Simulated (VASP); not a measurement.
Wanted: the native input for a VASP 6.6.1 run.

* Task: single point
* Functional: PBE
* Potentials or basis: VASP PAW PBE potentials, release 64 (K_sv, Br)
* Cutoff: 500 eV
* k mesh: 4 × 4 × 4
* Occupations: methfessel-paxton, width 0.001 eV
* Spin: no spin polarisation
* Dipole correction: no
* Further INCAR settings: ALGO = Normal; EDIFF = 1e-06; NBANDS = 15

The structure of KBr lies in POSCAR:

```
KBr
1.0
    3.9762553130      0.0000000000      0.0000000000
    0.0000000000      3.9762553130      0.0000000000
    0.0000000000      0.0000000000      3.9762553130
K Br
1 1
Direct
    0.0000000000      0.0000000000      0.0000000000
    0.5000000000      0.5000000000      0.5000000000
```

One way to write it, as run:

INCAR

```
  ALGO = Normal
  EDIFF = 1E-6
  ENCUT = 500
  GGA = PE
  GGA_COMPAT = False
  ISIF = 2
  ISMEAR = 1
  LASPH = True
  LCHARG = True
  LELF = True
  LREAL = False
  LVHAR = True
  LWAVE = False
  NBANDS = 15
  NELM = 120
  PREC = Accurate
  SIGMA = 0.001
```

KPOINTS

```
k-points
0
Gamma
  4 4 4
```

Potentials or basis: VASP PAW PBE potentials, release 64 (K_sv, Br).

The run is started by

```console
$ cat potpaw_PBE.64/K_sv/POTCAR potpaw_PBE.64/Br/POTCAR > POTCAR
$ mpirun -np 1 vasp_std > vasp.out
```

Results of the run:

* Pressure: 0.9 GPa
* Band gap on the k mesh: 4.02 eV, indirect (least direct gap 4.30 eV)

Wall time 5.1 s on 1 thread of Intel(R) Xeon(R) 6975P-C (Granite Rapids), on a shared host, peak memory 0.16 GiB.
